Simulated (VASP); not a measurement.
Input of a VASP 6.6.1 run:

The input POSCAR:

```
Ba
1.0
    3.7456077657      0.0000000000      0.0000000000
    0.0000000000      3.7456077657      0.0000000000
    0.0000000000      0.0000000000      3.7456077657
Ba
1
Direct
    0.0000000000      0.0000000000      0.0000000000
```

The input INCAR.step1:

```
PREC = Accurate
ENCUT = 520
ISMEAR = -1
SIGMA = 0.1
LREAL = F
LASPH = T
NELM = 80
NBANDS = 11
GGA = PE
ALGO = Normal
EDIFF = 1E-4
LWAVE = T
LCHARG = F
```

File INCAR.step2:

```
PREC = Accurate
ENCUT = 520
EDIFF = 1E-6
ISMEAR = -1
SIGMA = 0.1
LREAL = F
LASPH = T
NELM = 80
ALGO = Normal
ISIF = 2
LWAVE = F
LCHARG = F
METAGGA = R2SCAN
LMIXTAU = T
NBANDS = 11
ISTART = 1
```

File KPOINTS:

```
regular mesh
0
Gamma
  9 9 9
```

Potentials or basis: VASP PAW PBE potentials, release 64 (Ba_sv).

Launch:

```sh
$ cat potpaw_PBE.64/Ba_sv/POTCAR > POTCAR
$ cp INCAR.step1 INCAR
$ mpirun -np 1 vasp_std > vasp.out
$ cp INCAR.step2 INCAR
$ mpirun -np 1 vasp_std > vasp.out
```

(1) Predict the band gap on the k mesh.

(2) What does it give for the pressure?

Results:

(1) zero (band 5 reaches 2.25 eV, above the bottom of band 6 at 2.23 eV).

(2) 1.6 GPa.

Caveat: the PAW data sets were made with another functional, which shifts forces and pressure a little; spin-orbit coupling is left out, which moves the levels of the heavy elements.
